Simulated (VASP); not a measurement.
# Os (Fm-3m) in VASP: notebook, part 2 of 2

VASP 6.6.1.

## (3) Single point, PBE (volume scaled by 0.88)

Input file INCAR:

```
SYSTEM = Os
  ALGO = Normal
  EDIFF = 1E-6
  ENCUT = 520
  GGA = PE
  ISIF = 2
  ISMEAR = -1
  LASPH = .True.
  LCHARG = .False.
  LREAL = .False.
  LWAVE = .False.
  NBANDS = 10
  NELM = 80
  PREC = Accurate
  SIGMA = 0.1
```

Input file KPOINTS:

```
k-points
0
Gamma
  16 16 16
  0 0 0
```

Input file POSCAR:

```
Os
1.0
    0.0000000000      1.8482496661      1.8482496661
    1.8482496661      0.0000000000      1.8482496661
    1.8482496661      1.8482496661      0.0000000000
Os
1
Direct
    0.0000000000      0.0000000000      0.0000000000
```

Potentials or basis: VASP PAW PBE potentials, release 64 (Os).

Started as:

```bash
$ cat potpaw_PBE.64/Os/POTCAR > POTCAR
$ mpirun -np 1 vasp_std > vasp.out
```

OUTCAR:

```text
SYSTEM = Os
   EDIFF = 1E-6
   ENCUT = 520
   GGA = PE
   ISIF = 2
   ISMEAR = -1
   LASPH = .True.
   LREAL = .False.
   NELM = 80
   PREC = Accurate

 ion  position               nearest neighbor table
   1  0.000  0.000  0.000-

  LATTYP: Found a face centered cubic cell.
 ALAT       =     3.6964993322

  Lattice vectors:

 A1 = (   0.0000000000,   1.8482496661,   1.8482496661)
 A2 = (   1.8482496661,   0.0000000000,   1.8482496661)
 A3 = (   1.8482496661,   1.8482496661,   0.0000000000)

Analysis of symmetry for initial positions (statically):
=====================================================================
 Subroutine PRICEL returns:
 Original cell was already a primitive cell.

 Routine SETGRP: Setting up the symmetry group for a
 face centered cubic supercell.

 Subroutine GETGRP returns: Found 48 space group operations
 (whereof 48 operations were pure point group operations)
 out of a pool of 48 trial point group operations.

The static configuration has the point symmetry O_h .

Analysis of symmetry for dynamics (positions and initial velocities):
=====================================================================
 Subroutine PRICEL returns:
 Original cell was already a primitive cell.

 Routine SETGRP: Setting up the symmetry group for a
 face centered cubic supercell.

 Subroutine GETGRP returns: Found 48 space group operations
 (whereof 48 operations were pure point group operations)
 out of a pool of 48 trial point group operations.

The dynamic configuration has the point symmetry O_h .

 Subroutine INISYM returns: Found 48 space group operations
 (whereof 48 operations are pure point group operations),
 and found     1 'primitive' translations

----------------------------------------------------------------------------------------

                                     Primitive cell

  volume of cell :      12.6273

  direct lattice vectors                    reciprocal lattice vectors
     0.000000000  1.848249666  1.848249666    -0.270526222  0.270526222  0.270526222
     1.848249666  0.000000000  1.848249666     0.270526222 -0.270526222  0.270526222
     1.848249666  1.848249666  0.000000000     0.270526222  0.270526222 -0.270526222

  length of vectors
     2.613819744  2.613819744  2.613819744     0.468565162  0.468565162  0.468565162

  position of ions in fractional coordinates (direct lattice)
     0.000000000  0.000000000  0.000000000

  ion indices of the primitive-cell ions
   primitive index   ion index
                 1           1

----------------------------------------------------------------------------------------

 KPOINTS: k-points

Automatic generation of k-mesh.
 Grid dimensions read from file:
 generate k-points for:   16   16   16

 Generating k-lattice:

  Cartesian coordinates                     Fractional coordinates (reciprocal lattice)
    -0.016907889  0.016907889  0.016907889     0.062500000  0.000000000  0.000000000
     0.016907889 -0.016907889  0.016907889     0.000000000  0.062500000  0.000000000
     0.016907889  0.016907889 -0.016907889     0.000000000  0.000000000  0.062500000

  Length of vectors
     0.029285323  0.029285323  0.029285323

  Shift w.r.t. Gamma in fractional coordinates (k-lattice)
     0.000000000  0.000000000  0.000000000

 Subroutine IBZKPT returns following result:
 ===========================================

 Found    145 irreducible k-points:

 Following reciprocal coordinates:
            Coordinates               Weight
  0.000000  0.000000  0.000000      1.000000
  0.062500  0.000000  0.000000      8.000000
  0.125000  0.000000  0.000000      8.000000
  0.187500  0.000000  0.000000      8.000000
  0.250000  0.000000  0.000000      8.000000
  0.312500  0.000000  0.000000      8.000000
[... 16 lines left out ...]
 -0.125000  0.062500  0.000000     24.000000
 -0.062500  0.062500  0.000000     12.000000
 [... further k-points ...]
   k-points           NKPTS =    145   k-points in BZ     NKDIM =    145   number of bands    NBANDS=     10
   number of dos      NEDOS =    301   number of ions     NIONS =      1
   total plane-waves  NPLWV =   8000
   dimension x,y,z NGX =    20 NGY =   20 NGZ =   20
   dimension x,y,z NGXF=    40 NGYF=   40 NGZF=   40
   ions per type =               1
   NGX,Y,Z   is equivalent  to a cutoff of  12.72, 12.72, 12.72 a.u.
   NGXF,Y,Z  is equivalent  to a cutoff of  25.44, 25.44, 25.44 a.u.
 SYSTEM =  Os
   PREC   = accura    normal or accurate (medium, high low for compatibility)
   ISTART =      0    job   : 0-new  1-cont  2-samecut
   ICHARG =      2    charge: 1-file 2-atom 10-const
   ISPIN  =      1    spin polarized calculation?
   LNONCOLLINEAR =      F non collinear calculations
   LSORBIT =      F    spin-orbit coupling
   LASPH  =      T    aspherical Exc in radial PAW
   ENCUT  =  520.0 eV  38.22 Ry    6.18 a.u.   4.86  4.86  4.86*2*pi/ulx,y,z
   NELM   =     80;   NELMIN=  2; NELMDL= -5     # of ELM steps
   EDIFF  = 0.1E-05   stopping-criterion for ELM
   LREAL  =      F    real-space projection
   EDIFFG = 0.1E-04   stopping-criterion for IOM
   NSW    =      0    number of steps for IOM
   IBRION =     -1    ionic relax: 0-MD 1-quasi-New 2-CG
   NFREE  =      0    steps in history (QN), initial steepest desc. (CG)
   ISIF   =      2    stress and relaxation
   ISYM   =      2    0-nonsym 1-usesym 2-fastsym
   POTIM  = 0.5000    time-step for ionic-motion
   TEBEG  =    0.0;   TEEND  =   0.0 temperature during run
   PSTRESS=    0.0 pullay stress
   NELECT =       8.0000    total number of electrons
   NUPDOWN=      -1.0000    fix difference up-down
   EMIN   =  10.00;   EMAX   =-10.00  energy-range for DOS
   EFERMI =   0.00;   METHOD = LEGACY
   ISMEAR =    -1;   SIGMA  =   0.10  broadening in eV -4-tet -1-fermi 0-gaus
   EFERMI_NEDOS =   21; number of points for ismear=-14 and -15
   IALGO  =     38    algorithm
   IMIX   =      4    mixing-type and parameters
     AMIX     =   0.40;   BMIX     =  1.00
     AMIX_MAG =   1.60;   BMIX_MAG =  1.00
  volume/ion in A,a.u.               =      12.63        85.21
  Fermi-wavevector in a.u.,A,eV,Ry     =   1.406050  2.657050 26.898411  1.976977
  Thomas-Fermi vector in A             =   2.528450
   LORBIT       =      0    0 simple, 1 ext, 2 COOP (PROOUT), +10 PAW based schemes
   GGA     = PE    functional components
   LHFCALC =     F    Hartree Fock is set to
   AEXX    =    0.0000 exact exchange contribution
   IVDW    =     0    specifies the selected vdW correction
   LEPSILON=     F    determine dielectric tensor
   LRPA    =     F    only Hartree local field effects (RPA)
 non-spin polarized calculation
  energy-cutoff  :      520.00
  volume of cell :       12.63
 maximum number of plane-waves:       349
   NGX =  9   NGY =  9   NGZ =  9

 number of electron       8.0000000 magnetization

 Free energy of the ion-electron system (eV)
  ---------------------------------------------------
  ext. energy  EPLUGINS =         0.00000000
  ---------------------------------------------------
  free energy    TOTEN  =       -10.79831410 eV

  energy without entropy =      -10.77624514  energy(sigma->0) =      -10.78727962

 E-fermi :  11.0425     XC(G=0): -14.6544

 val. band max:       11.0279543395   @ k =   0.4375   0.3125   0.1250
 cond. band min:      11.0467975957   @ k =   0.4375   0.3750   0.0000
 fundamental gap:      0.0188432563
 Fermi energy:        11.0425294582

 k-point     1 :       0.0000    0.0000    0.0000
  band No.  band energies     occupation
      1      -0.7943      2.00000
      2       7.4766      2.00000
      3       7.4766      2.00000
      4       7.4766      2.00000
      5      11.0606      0.90991
      6      11.0606      0.90991
      7      25.1033      0.00000
      8      31.5700      0.00000
      9      31.5700      0.00000
     10      31.5700      0.00000
[... 287 lines left out ...]
 k-point    24 :      -0.0625    0.0625    0.0000
  band No.  band energies     occupation
      1      -0.2530      2.00000
      2       7.1100      2.00000
      3       7.7060      2.00000
      4       7.7769      2.00000
      5      10.6758      1.95017
      6      11.0784      0.82273
      7      26.1297      0.00000
      8      29.7440      0.00000
      9      31.9417      0.00000
     10      32.8598      0.00000

 [... further k-points ...]

------------------------ aborting loop because EDIFF is reached ----------------------------------------

  FORCE on cell =-STRESS in cart. coord.  units (eV):
  Direction    XX          YY          ZZ          XY          YZ          ZX
  --------------------------------------------------------------------------------------
  -------------------------------------------------------------------------------------
  Total        5.4191194      5.4191194      5.4191194     -0.0000000      0.0000000      0.0000000
  in kB      687.5865853    687.5865853    687.5865853     -0.0000000      0.0000000      0.0000000
  external PRESSURE =     687.5865853 kB  Pullay stress =       0.0000000 kB

 VOLUME and BASIS-vectors are now :
 -----------------------------------------------------------------------------
  energy-cutoff  :      520.00
  volume of cell :       12.63
      direct lattice vectors                 reciprocal lattice vectors
     0.000000000  1.848249666  1.848249666    -0.270526222  0.270526222  0.270526222
     1.848249666  0.000000000  1.848249666     0.270526222 -0.270526222  0.270526222
     1.848249666  1.848249666  0.000000000     0.270526222  0.270526222 -0.270526222

 POSITION                                       TOTAL-FORCE (eV/Angst)
 -----------------------------------------------------------------------------------
      0.00000      0.00000      0.00000         0.000000      0.000000      0.000000
 -----------------------------------------------------------------------------------
    total drift:                                0.000000      0.000000     -0.000000

  FREE ENERGIE OF THE ION-ELECTRON SYSTEM (eV)
  ---------------------------------------------------
  free  energy   TOTEN  =       -10.7983141044 eV

  energy  without entropy=      -10.7762451361  energy(sigma->0) =      -10.78727962
```

OSZICAR:

```text
N       E                     dE             d eps       ncg     rms          rms(c)
DAV:   1     0.398763763153E+02    0.39876E+02   -0.42186E+03  2948   0.747E+02
DAV:   2    -0.103604972430E+02   -0.50237E+02   -0.46968E+02  3018   0.208E+02
DAV:   3    -0.114166844421E+02   -0.10562E+01   -0.10517E+01  3394   0.284E+01
DAV:   4    -0.114192129018E+02   -0.25285E-02   -0.25282E-02  3200   0.155E+00
DAV:   5    -0.114192213690E+02   -0.84673E-05   -0.84687E-05  3224   0.810E-02    0.210E+01
DAV:   6    -0.109710416621E+02    0.44818E+00   -0.34454E-01  3578   0.460E+00    0.107E+01
DAV:   7    -0.108018557906E+02    0.16919E+00   -0.34876E-01  3658   0.442E+00    0.589E-01
DAV:   8    -0.107991533415E+02    0.27024E-02   -0.23602E-03  3070   0.447E-01    0.406E-01
DAV:   9    -0.107983524124E+02    0.80093E-03   -0.83565E-04  3352   0.310E-01    0.281E-02
DAV:  10    -0.107983173190E+02    0.35093E-04   -0.12026E-05  3046   0.303E-02    0.886E-03
DAV:  11    -0.107983141852E+02    0.31339E-05   -0.62319E-07  1906   0.121E-02    0.195E-03
DAV:  12    -0.107983141044E+02    0.80810E-07   -0.17084E-08  1522   0.134E-03
   1 F= -.10798314E+02 E0= -.10787280E+02  d E =-.220690E-01
```

Run time: 14 s. Hardware: 1 thread of Intel Xeon Platinum 8488C (Sapphire Rapids), shared host; peak memory 0.14 GiB.

What came out:

```
Free energy            : -10.7983 eV
Pressure               : 68.8 GPa
Band gap on the k mesh : zero (band 4 reaches 13.88 eV, above the bottom of band 5 at 9.00 eV)
```

Caveat: spin-orbit coupling is left out, which moves the levels of the heavy elements.

## (4) Single point, PBE (volume scaled by 0.92)

Input file INCAR:

```
SYSTEM = Os
PREC = Accurate
ENCUT = 520
EDIFF = 1E-6
ISMEAR = -1
SIGMA = 0.1
LREAL = .False.
LASPH = .True.
NELM = 80
ALGO = Normal
ISIF = 2
LWAVE = .False.
LCHARG = .True.
GGA = PE
LELF = .True.
LVHAR = .True.
NBANDS = 10
```

Input file KPOINTS:

```
Automatic mesh
0
Gamma
  16 16 16
  0 0 0
```

Input file POSCAR:

```
Os
1.0
    0.0000000000      1.8758395496      1.8758395496
    1.8758395496      0.0000000000      1.8758395496
    1.8758395496      1.8758395496      0.0000000000
Os
1
Direct
    0.0000000000      0.0000000000      0.0000000000
```

Potentials or basis: VASP PAW PBE potentials, release 64 (Os).

Started as:

```bash
$ cat potpaw_PBE.64/Os/POTCAR > POTCAR
$ mpirun -np 1 vasp_std > vasp.out
```

OUTCAR:

```text
SYSTEM = Os
   PREC = Accurate
   ENCUT = 520
   EDIFF = 1E-6
   ISMEAR = -1
   LREAL = .False.
   LASPH = .True.
   NELM = 80
   ISIF = 2
   GGA = PE

 ion  position               nearest neighbor table
   1  0.000  0.000  0.000-

  LATTYP: Found a face centered cubic cell.
 ALAT       =     3.7516790992

  Lattice vectors:

 A1 = (   0.0000000000,   1.8758395496,   1.8758395496)
 A2 = (   1.8758395496,   0.0000000000,   1.8758395496)
 A3 = (   1.8758395496,   1.8758395496,   0.0000000000)

Analysis of symmetry for initial positions (statically):
[... 482 lines left out ...]
      5       9.9693      1.93492
      6      10.3410      0.83919
      7      25.4048      0.00000
      8      28.8424      0.00000
      9      30.9550      0.00000
     10      31.8439      0.00000

 [... further k-points ...]
[... 5 lines left out ...]
  --------------------------------------------------------------------------------------
  -------------------------------------------------------------------------------------
  Total        3.3064356      3.3064356      3.3064356     -0.0000000     -0.0000000      0.0000000
  in kB      401.2856178    401.2856178    401.2856178     -0.0000000     -0.0000000      0.0000000
  external PRESSURE =     401.2856178 kB  Pullay stress =       0.0000000 kB

 VOLUME and BASIS-vectors are now :
 -----------------------------------------------------------------------------
  energy-cutoff  :      520.00
  volume of cell :       13.20
      direct lattice vectors                 reciprocal lattice vectors
     0.000000000  1.875839550  1.875839550    -0.266547317  0.266547317  0.266547317
     1.875839550  0.000000000  1.875839550     0.266547317 -0.266547317  0.266547317
     1.875839550  1.875839550  0.000000000     0.266547317  0.266547317 -0.266547317

 POSITION                                       TOTAL-FORCE (eV/Angst)
 -----------------------------------------------------------------------------------
      0.00000      0.00000      0.00000         0.000000      0.000000     -0.000000
 -----------------------------------------------------------------------------------
    total drift:                                0.000000      0.000000      0.000000

  FREE ENERGIE OF THE ION-ELECTRON SYSTEM (eV)
  ---------------------------------------------------
  free  energy   TOTEN  =       -10.9917076666 eV

  energy  without entropy=      -10.9680249846  energy(sigma->0) =      -10.97986633
```

Wall time 11 s (1 thread of Intel Xeon Platinum 8488C (Sapphire Rapids), shared host); peak memory 0.14 GiB.

Results:

| Property | Result |
| --- | --- |
| Free energy | -10.9917 eV |
| Pressure | 40.1 GPa |
| Band gap on the k mesh | zero (band 4 reaches 12.94 eV, above the bottom of band 5 at 8.41 eV) |

Levels at points of the mesh, in eV from the Fermi level:
| k point | band 1 | band 2 | band 3 | band 4 | band 5 | band 6 | band 7 | band 8 | band 9 |
| --- | --- | --- | --- | --- | --- | --- | --- | --- | --- |
| (0.00, 0.00, 0.00) | -11.42 | -3.33 | -3.33 | -3.33 | 0.01 | 0.01 | 14.13 | 20.32 | 20.32 |
| (0.50, 0.00, 0.00) | -8.32 | -3.52 | -3.52 | -0.28 | 2.67 | 2.67 | 9.78 | 13.69 | 20.95 |
| (0.50, 0.50, 0.00) | -8.31 | -7.55 | 2.47 | 2.63 | 3.43 | 3.43 | 12.64 | 12.64 | 13.30 |

Caveat: spin-orbit coupling is left out, which moves the levels of the heavy elements.

## (5) Single point, PBE (volume scaled by 0.96)

Input file INCAR:

```
SYSTEM = Os
  ALGO = Normal
  EDIFF = 1E-6
  ENCUT = 520
  GGA = PE
  ISIF = 2
  ISMEAR = -1
  LASPH = .TRUE.
  LCHARG = .TRUE.
  LELF = .TRUE.
  LREAL = .FALSE.
  LVHAR = .TRUE.
  LWAVE = .FALSE.
  NBANDS = 10
  NELM = 60
  PREC = Accurate
  SIGMA = 0.1
```

Input file KPOINTS:

```
k-points
0
G
  16 16 16
  0 0 0
```

Input file POSCAR:

```
Os
1.0
    0.0000000000      1.9026408784      1.9026408784
    1.9026408784      0.0000000000      1.9026408784
    1.9026408784      1.9026408784      0.0000000000
Os
1
Direct
    0.0000000000      0.0000000000      0.0000000000
```

Started as:

```bash
$ cat potpaw_PBE.64/Os/POTCAR > POTCAR
$ mpirun -np 1 vasp_std > vasp.out
```

Wall time 14 s (1 thread of Intel Xeon Platinum 8488C (Sapphire Rapids), shared host); peak memory 0.14 GiB.

The run converged. Its results:

| Item | Value |
| --- | --- |
| Free energy | -11.0938 eV |
| Pressure | 17.5 GPa |
| Band gap on the k mesh | zero (band 4 reaches 12.08 eV, above the bottom of band 5 at 7.87 eV) |

Levels at points of the mesh, in eV from the Fermi level:
```
           k point  band 1  band 2  band 3  band 4  band 5  band 6  band 7  band 8  band 9
(0.00, 0.00, 0.00)  -11.02   -3.12   -3.12   -3.12    0.01    0.01   14.18   20.11   20.11
(0.50, 0.00, 0.00)   -7.90   -3.29   -3.29   -0.27    2.49    2.49    9.19   13.73   20.51
(0.50, 0.50, 0.00)   -7.82   -7.10    2.35    2.45    3.20    3.20   12.35   12.35   12.54
```

Caveat: spin-orbit coupling is left out, which moves the levels of the heavy elements.

## (6) Single point, PBE

Input file INCAR:

```
SYSTEM = Os
ALGO = Normal
EDIFF = 1E-6
ENCUT = 520
GGA = PE
ISIF = 2
ISMEAR = -1
LASPH = .TRUE.
LCHARG = .FALSE.
LREAL = .FALSE.
LWAVE = .FALSE.
NBANDS = 10
NELM = 80
PREC = Accurate
SIGMA = 0.1
```

KPOINTS is that of step 5.

Input file POSCAR:

```
Os
1.0
    0.0000000000      1.9287076913      1.9287076913
    1.9287076913      0.0000000000      1.9287076913
    1.9287076913      1.9287076913      0.0000000000
Os
1
Direct
    0.0000000000      0.0000000000      0.0000000000
```

Potentials or basis: VASP PAW PBE potentials, release 64 (Os).

Started as:

```bash
$ cat potpaw_PBE.64/Os/POTCAR > POTCAR
$ mpirun -np 1 vasp_std > vasp.out
```

Run time: 12 s. Hardware: 1 thread of Intel Xeon Platinum 8488C (Sapphire Rapids), shared host; peak memory 0.14 GiB.

Results (log left out):

- Free energy: -11.1238 eV
- Pressure: -0.3 GPa
- Band gap on the k mesh: zero (band 4 reaches 11.29 eV, above the bottom of band 5 at 7.36 eV)

Levels at points of the mesh, in eV from the Fermi level:
| k point | band 2 | band 3 | band 4 | band 5 | band 6 | band 7 |
| --- | --- | --- | --- | --- | --- | --- |
| (0.00, 0.00, 0.00) | -2.94 | -2.94 | -2.94 | 0.00 | 0.00 | 14.22 |
| (0.50, 0.00, 0.00) | -3.09 | -3.09 | -0.26 | 2.32 | 2.32 | 8.66 |
| (0.50, 0.50, 0.00) | -6.69 | 2.26 | 2.28 | 2.98 | 2.98 | 11.85 |

Caveat: spin-orbit coupling is left out, which moves the levels of the heavy elements.

## (7) Overview

```csv
cell,k mesh,gap on the mesh (eV),pressure (GPa)
"a = 2.728 Å, angles 60.0°, 1 atom",14 × 14 × 14,none,-0.1
"a = 2.614 Å, angles 60.0°, 1 atom",16 × 16 × 16,none,68.8
"a = 2.653 Å, angles 60.0°, 1 atom",16 × 16 × 16,none,40.1
"a = 2.691 Å, angles 60.0°, 1 atom",16 × 16 × 16,none,17.5
"a = 2.728 Å, angles 60.0°, 1 atom",16 × 16 × 16,none,-0.3
```

Alike in all rows: task single point; level PBE; potentials or basis VASP PAW PBE potentials, release 64 (Os); no spin polarisation; cutoff (eV) 520; smearing fermi-dirac 0.1 eV.

Caveats: spin-orbit coupling is left out, which moves the levels of the heavy elements.

Total energies depend on the potentials used, so only differences within one code and one set of settings carry meaning.
